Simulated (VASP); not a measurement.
# InSb (F-43m) in VASP: a series of runs

Runs on InSb. Level: PBEsol. Tasks: single point.

Program: VASP 6.6.1. These are calculated values, not measurements. Logs are shortened: lines on timing, memory, paths and dates and some standing lists are left out, and cuts for length are marked.

### Step 1. The cell of the first run

It takes space group F-43m (No. 216, cubic). The conventional cell has a = 6.346 Å, b = 6.346 Å, c = 6.346 Å, α = 90.00°, β = 90.00°, γ = 90.00°. In (site symmetry -43m) has 4 Sb at 2.75 Å within 3.6 Å. Sb (site symmetry -43m) has 4 In at 2.75 Å within 3.6 Å.

### Step 2. Single point, PBEsol (31.94 Å³/atom)

File INCAR:

```
SYSTEM = InSb
PREC = Accurate
ENCUT = 520
EDIFF = 1E-6
ISMEAR = -1
SIGMA = 0.05
LREAL = .FALSE.
LASPH = .TRUE.
NELM = 80
ALGO = Normal
ISIF = 2
LWAVE = .FALSE.
LCHARG = .FALSE.
GGA = PS
NBANDS = 16
```

File KPOINTS:

```
Automatic mesh
0
G
  9 9 9
  0 0 0
```

File POSCAR:

```
InSb
1.0
    0.0000000000      3.1729773647      3.1729773647
    3.1729773647      0.0000000000      3.1729773647
    3.1729773647      3.1729773647      0.0000000000
In Sb
1 1
Direct
    0.0000000000      0.0000000000      0.0000000000
    0.7500000000      0.7500000000      0.7500000000
```

Potentials or basis: VASP PAW PBE potentials, release 64 (In_d, Sb).

The run is started by

```console
> cat potpaw_PBE.64/In_d/POTCAR potpaw_PBE.64/Sb/POTCAR > POTCAR
> mpirun -np 1 vasp_std > vasp.out
```

OUTCAR:

```text
SYSTEM = InSb
   PREC = Accurate
   ENCUT = 520
   EDIFF = 1E-6
   ISMEAR = -1
   LREAL = .FALSE.
   LASPH = .TRUE.
   NELM = 80
   ISIF = 2
   GGA = PS

 ion  position               nearest neighbor table
   1  0.000  0.000  0.000-   2 2.75   2 2.75   2 2.75   2 2.75
   2  0.750  0.750  0.750-   1 2.75   1 2.75   1 2.75   1 2.75

  LATTYP: Found a face centered cubic cell.
 ALAT       =     6.3459547294

  Lattice vectors:

 A1 = (   0.0000000000,   3.1729773647,   3.1729773647)
 A2 = (   3.1729773647,   0.0000000000,   3.1729773647)
 A3 = (   3.1729773647,   3.1729773647,   0.0000000000)

Analysis of symmetry for initial positions (statically):
=====================================================================
 Subroutine PRICEL returns:
 Original cell was already a primitive cell.

 Routine SETGRP: Setting up the symmetry group for a
 face centered cubic supercell.

 Subroutine GETGRP returns: Found 24 space group operations
 (whereof 24 operations were pure point group operations)
 out of a pool of 48 trial point group operations.

The static configuration has the point symmetry T_d .

Analysis of symmetry for dynamics (positions and initial velocities):
=====================================================================
 Subroutine PRICEL returns:
 Original cell was already a primitive cell.

 Routine SETGRP: Setting up the symmetry group for a
 face centered cubic supercell.

 Subroutine GETGRP returns: Found 24 space group operations
 (whereof 24 operations were pure point group operations)
 out of a pool of 48 trial point group operations.

The dynamic configuration has the point symmetry T_d .

 Subroutine INISYM returns: Found 24 space group operations
 (whereof 24 operations are pure point group operations),
 and found     1 'primitive' translations

----------------------------------------------------------------------------------------

                                     Primitive cell

  volume of cell :      63.8897

  direct lattice vectors                    reciprocal lattice vectors
     0.000000000  3.172977365  3.172977365    -0.157580702  0.157580702  0.157580702
     3.172977365  0.000000000  3.172977365     0.157580702 -0.157580702  0.157580702
     3.172977365  3.172977365  0.000000000     0.157580702  0.157580702 -0.157580702

  length of vectors
     4.487267622  4.487267622  4.487267622     0.272937782  0.272937782  0.272937782

  position of ions in fractional coordinates (direct lattice)
     0.000000000  0.000000000  0.000000000
     0.750000000  0.750000000  0.750000000

  ion indices of the primitive-cell ions
   primitive index   ion index
                 1           1
                 2           2

----------------------------------------------------------------------------------------

 KPOINTS: Automatic mesh

Automatic generation of k-mesh.
 Grid dimensions read from file:
 generate k-points for:    9    9    9

 Generating k-lattice:

  Cartesian coordinates                     Fractional coordinates (reciprocal lattice)
    -0.017508967  0.017508967  0.017508967     0.111111111  0.000000000  0.000000000
     0.017508967 -0.017508967  0.017508967     0.000000000  0.111111111  0.000000000
     0.017508967  0.017508967 -0.017508967     0.000000000  0.000000000  0.111111111

  Length of vectors
     0.030326420  0.030326420  0.030326420

  Shift w.r.t. Gamma in fractional coordinates (k-lattice)
     0.000000000  0.000000000  0.000000000

 Subroutine IBZKPT returns following result:
 ===========================================

 Found     35 irreducible k-points:

 Following reciprocal coordinates:
            Coordinates               Weight
  0.000000  0.000000  0.000000      1.000000
  0.111111  0.000000  0.000000      8.000000
  0.222222  0.000000  0.000000      8.000000
  0.333333  0.000000  0.000000      8.000000
  0.444444  0.000000  0.000000      8.000000
  0.111111  0.111111  0.000000      6.000000
[... 16 lines left out ...]
 -0.333333  0.333333  0.000000     12.000000
  0.444444  0.444444  0.000000      6.000000
 [... further k-points ...]
   k-points           NKPTS =     35   k-points in BZ     NKDIM =     35   number of bands    NBANDS=     16
   number of dos      NEDOS =    301   number of ions     NIONS =      2
   total plane-waves  NPLWV =  46656
   dimension x,y,z NGX =    36 NGY =   36 NGZ =   36
   dimension x,y,z NGXF=    72 NGYF=   72 NGZF=   72
   ions per type =               1   1
   NGX,Y,Z   is equivalent  to a cutoff of  13.34, 13.34, 13.34 a.u.
   NGXF,Y,Z  is equivalent  to a cutoff of  26.67, 26.67, 26.67 a.u.
 SYSTEM =  InSb
   PREC   = accura    normal or accurate (medium, high low for compatibility)
   ISTART =      0    job   : 0-new  1-cont  2-samecut
   ICHARG =      2    charge: 1-file 2-atom 10-const
   ISPIN  =      1    spin polarized calculation?
   LNONCOLLINEAR =      F non collinear calculations
   LSORBIT =      F    spin-orbit coupling
   LASPH  =      T    aspherical Exc in radial PAW
   ENCUT  =  520.0 eV  38.22 Ry    6.18 a.u.   8.34  8.34  8.34*2*pi/ulx,y,z
   NELM   =     80;   NELMIN=  2; NELMDL= -5     # of ELM steps
   EDIFF  = 0.1E-05   stopping-criterion for ELM
   LREAL  =      F    real-space projection
   EDIFFG = 0.1E-04   stopping-criterion for IOM
   NSW    =      0    number of steps for IOM
   IBRION =     -1    ionic relax: 0-MD 1-quasi-New 2-CG
   NFREE  =      0    steps in history (QN), initial steepest desc. (CG)
   ISIF   =      2    stress and relaxation
   ISYM   =      2    0-nonsym 1-usesym 2-fastsym
   POTIM  = 0.5000    time-step for ionic-motion
   TEBEG  =    0.0;   TEEND  =   0.0 temperature during run
   PSTRESS=    0.0 pullay stress
   NELECT =      18.0000    total number of electrons
   NUPDOWN=      -1.0000    fix difference up-down
   EMIN   =  10.00;   EMAX   =-10.00  energy-range for DOS
   EFERMI =   0.00;   METHOD = LEGACY
   ISMEAR =    -1;   SIGMA  =   0.05  broadening in eV -4-tet -1-fermi 0-gaus
   EFERMI_NEDOS =   21; number of points for ismear=-14 and -15
   IALGO  =     38    algorithm
   IMIX   =      4    mixing-type and parameters
     AMIX     =   0.40;   BMIX     =  1.00
     AMIX_MAG =   1.60;   BMIX_MAG =  1.00
  volume/ion in A,a.u.               =      31.94       215.57
  Fermi-wavevector in a.u.,A,eV,Ry     =   1.073220  2.028091 15.671202  1.151801
  Thomas-Fermi vector in A             =   2.209013
   LORBIT       =      0    0 simple, 1 ext, 2 COOP (PROOUT), +10 PAW based schemes
   GGA     = PS    functional components
   LHFCALC =     F    Hartree Fock is set to
   AEXX    =    0.0000 exact exchange contribution
   IVDW    =     0    specifies the selected vdW correction
   LEPSILON=     F    determine dielectric tensor
   LRPA    =     F    only Hartree local field effects (RPA)
 non-spin polarized calculation
  energy-cutoff  :      520.00
  volume of cell :       63.89
 maximum number of plane-waves:      1759
 NGX is ok and might be reduce to    36
   NGX = 17   NGY = 17   NGZ = 17

 number of electron      18.0000005 magnetization

 Free energy of the ion-electron system (eV)
  ---------------------------------------------------
  ext. energy  EPLUGINS =         0.00000000
  ---------------------------------------------------
  free energy    TOTEN  =        -7.63164060 eV

  energy without entropy =       -7.63131476  energy(sigma->0) =       -7.63147768

 E-fermi :   5.7408     XC(G=0):  -9.1371

 val. band max:        5.6468605654   @ k =   0.0000   0.0000   0.0000
 cond. band min:       5.7467487621   @ k =   0.0000   0.0000   0.0000
 fundamental gap:      0.0998881967
 Fermi energy:         5.7408213410

 k-point     1 :       0.0000    0.0000    0.0000
  band No.  band energies     occupation
      1      -9.0485      2.00000
      2      -9.0485      2.00000
      3      -9.0485      2.00000
      4      -8.9426      2.00000
      5      -8.9426      2.00000
      6      -5.5207      2.00000
[... 8 lines left out ...]
     15      14.0601      0.00000
     16      14.0601      0.00000

 k-point     2 :       0.1111    0.0000    0.0000
  band No.  band energies     occupation
      1      -9.0562      2.00000
      2      -9.0452      2.00000
      3      -9.0452      2.00000
      4      -8.9429      2.00000
      5      -8.9429      2.00000
      6      -5.3971      2.00000
[... 8 lines left out ...]
     15      13.2278      0.00000
     16      13.2278      0.00000

 k-point     3 :       0.2222    0.0000    0.0000
  band No.  band energies     occupation
      1      -9.0755      2.00000
      2      -9.0373      2.00000
      3      -9.0373      2.00000
      4      -8.9431      2.00000
      5      -8.9431      2.00000
      6      -5.0427      2.00000
[... 8 lines left out ...]
     15      12.8897      0.00000
     16      12.8897      0.00000

 k-point     4 :       0.3333    0.0000    0.0000
  band No.  band energies     occupation
      1      -9.0968      2.00000
      2      -9.0295      2.00000
      3      -9.0295      2.00000
      4      -8.9422      2.00000
      5      -8.9422      2.00000
      6      -4.5261      2.00000
[... 8 lines left out ...]
     15      13.4302      0.00000
     16      13.4302      0.00000
[... 324 lines left out ...]
 k-point    22 :      -0.4444    0.3333    0.0000
  band No.  band energies     occupation
      1      -9.1389      2.00000
      2      -9.0048      2.00000
      3      -8.9997      2.00000
      4      -8.9593      2.00000
      5      -8.9365      2.00000
      6      -3.4007      2.00000
[... 8 lines left out ...]
     15      14.7052      0.00000
     16      16.6801      0.00000

 k-point    23 :      -0.3333    0.3333    0.0000
  band No.  band energies     occupation
      1      -9.1306      2.00000
      2      -9.0113      2.00000
      3      -9.0053      2.00000
      4      -8.9523      2.00000
      5      -8.9409      2.00000
      6      -3.4724      2.00000
[... 8 lines left out ...]
     15      13.4817      0.00000
     16      16.7848      0.00000

 k-point    24 :       0.4444    0.4444    0.0000
  band No.  band energies     occupation
      1      -9.1499      2.00000
      2      -8.9935      2.00000
      3      -8.9935      2.00000
      4      -8.9683      2.00000
      5      -8.9320      2.00000
      6      -3.4274      2.00000
[... 8 lines left out ...]
     15      15.8511      0.00000
     16      16.8076      0.00000

 [... further k-points ...]

------------------------ aborting loop because EDIFF is reached ----------------------------------------

  FORCE on cell =-STRESS in cart. coord.  units (eV):
  Direction    XX          YY          ZZ          XY          YZ          ZX
  --------------------------------------------------------------------------------------
  -------------------------------------------------------------------------------------
  Total        1.6803287      1.6803287      1.6803287      0.0000000      0.0000000      0.0000000
  in kB       42.1379980     42.1379980     42.1379980      0.0000000      0.0000000      0.0000000
  external PRESSURE =      42.1379980 kB  Pullay stress =       0.0000000 kB

 VOLUME and BASIS-vectors are now :
 -----------------------------------------------------------------------------
  energy-cutoff  :      520.00
  volume of cell :       63.89
      direct lattice vectors                 reciprocal lattice vectors
     0.000000000  3.172977365  3.172977365    -0.157580702  0.157580702  0.157580702
     3.172977365  0.000000000  3.172977365     0.157580702 -0.157580702  0.157580702
     3.172977365  3.172977365  0.000000000     0.157580702  0.157580702 -0.157580702

 POSITION                                       TOTAL-FORCE (eV/Angst)
 -----------------------------------------------------------------------------------
      0.00000      0.00000      0.00000        -0.000000     -0.000000     -0.000000
      4.75947      4.75947      4.75947         0.000000      0.000000      0.000000
 -----------------------------------------------------------------------------------
    total drift:                                0.000000      0.000000      0.000000

  FREE ENERGIE OF THE ION-ELECTRON SYSTEM (eV)
  ---------------------------------------------------
  free  energy   TOTEN  =        -7.6316405961 eV

  energy  without entropy=       -7.6313147614  energy(sigma->0) =       -7.63147768
```

Wall time 59 s (1 thread of Intel Xeon 8259CL, shared host); peak memory 0.22 GiB.

Results:

* Free energy: -7.6316 eV
* Pressure: 4.2 GPa
* Band gap on the k mesh: 0.10 eV

Levels at points of the mesh, in eV from the valence-band top:
| k point | band 5 | band 6 | band 7 | band 8 | band 9 | band 10 | band 11 | band 12 | band 13 | band 14 |
| --- | --- | --- | --- | --- | --- | --- | --- | --- | --- | --- |
| (0.00, 0.00, 0.00) | -14.59 | -11.17 | 0.00 | 0.00 | 0.00 | 0.10 | 2.92 | 2.92 | 2.92 | 5.62 |

Caveat: the cell stands under pressure; the PAW data sets were made with another functional, which shifts forces and pressure a little; spin-orbit coupling is left out, which moves the levels of the heavy elements.

[end of part 1 of 2]
